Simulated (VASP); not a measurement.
A run of VASP 6.6.1 is set up as follows.

File INCAR:

```
  PREC = Accurate
  ENCUT = 520
  EDIFF = 1E-6
  ISMEAR = -1
  SIGMA = 0.1
  LREAL = F
  LASPH = T
  NELM = 100
  ALGO = Normal
  ISIF = 2
  LWAVE = F
  LCHARG = F
  GGA = PE
  NBANDS = 16
```

Contents of KPOINTS:

```
regular mesh
0
Gamma
  11 11 11
```

File POSCAR:

```
HgTe
1.0
    3.8091264412      0.0000000000      0.0000000000
    0.0000000000      3.8091264412      0.0000000000
    0.0000000000      0.0000000000      3.8091264412
Hg Te
1 1
Direct
    0.0000000000      0.0000000000      0.0000000000
    0.5000000000      0.5000000000      0.5000000000
```

Potentials or basis: VASP PAW PBE potentials, release 64 (Hg, Te).

The run is started by

```sh
$ cat potpaw_PBE.64/Hg/POTCAR potpaw_PBE.64/Te/POTCAR > POTCAR
$ mpirun -np 1 vasp_std > vasp.out
```

(1) Estimate the band gap on the k mesh.

(2) Predict the pressure.

Results:

(1) zero (bands 9 and 10 overlap by 1.85 eV).

(2) 0.0 GPa.

Caveat: spin-orbit coupling is left out, which moves the levels of the heavy elements.
